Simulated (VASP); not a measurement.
Set up this calculation in VASP 6.6.1, as the native input.

```
Task                   : single point
Functional             : PBE
Dispersion             : D3(BJ)
Potentials or basis    : VASP PAW PBE potentials, release 64 (Al, O)
Cutoff                 : 520 eV
k mesh                 : 9 × 9 × 4
Occupations            : gaussian, width 0.05 eV
Spin                   : no spin polarisation
Dipole correction      : no
Further INCAR settings : ALGO = Normal; EDIFF = 1e-06; NBANDS = 20
```

The structure of Al2O3 lies in POSCAR:

```
Al2O3
1.0
    2.8414820084      0.0000000000      0.0000000000
   -1.4207410042      2.4607956037      0.0000000000
    0.0000000000      0.0000000000      7.2308043812
Al O
2 3
Direct
    0.0000000000      0.0000000000      0.1907358529
    0.0000000000      0.0000000000      0.8092641471
    0.3333333333      0.6666666667      0.3046509742
    0.6666666667      0.3333333333      0.0000000000
    0.3333333333      0.6666666667      0.6953490258
```

This cell differs from its parent crystal: atoms shifted along a free coordinate.

The input as run:

INCAR

```
SYSTEM = Al2O3
  PREC = Accurate
  ENCUT = 520
  EDIFF = 1E-6
  ISMEAR = 0
  SIGMA = 0.05
  LREAL = .False.
  LASPH = .True.
  NELM = 80
  ALGO = Normal
  ISIF = 2
  LWAVE = .False.
  LCHARG = .True.
  GGA = PE
  IVDW = 12
  LELF = .True.
  LVHAR = .True.
  NBANDS = 20
```

KPOINTS

```
regular mesh
0
Gamma
  9 9 4
  0 0 0
```

Potentials or basis: VASP PAW PBE potentials, release 64 (Al, O).

Command:

```sh
$ cat potpaw_PBE.64/Al/POTCAR potpaw_PBE.64/O/POTCAR > POTCAR
$ mpirun -np 1 vasp_std > vasp.out
```

It gave:

```json
{
 "Pressure": "-5.1 GPa",
 "Largest force": "2.377 eV/Å",
 "Band gap on the k mesh": "3.90 eV (least direct gap 3.99 eV)",
 "Dispersion energy per atom": "-0.199 eV"
}
```

Caveat: the cell differs from its parent crystal (atoms shifted along a free coordinate); the cell stands under tension; an odd mesh through Γ misses points on the zone boundary, where band edges can lie; forces of over 1 eV/Å act on the atoms, so gaps and moduli don't describe the material at rest.

It took 54 s on 1 thread of Intel Xeon 8259CL, with other jobs on the host, peak memory 0.2 GiB.
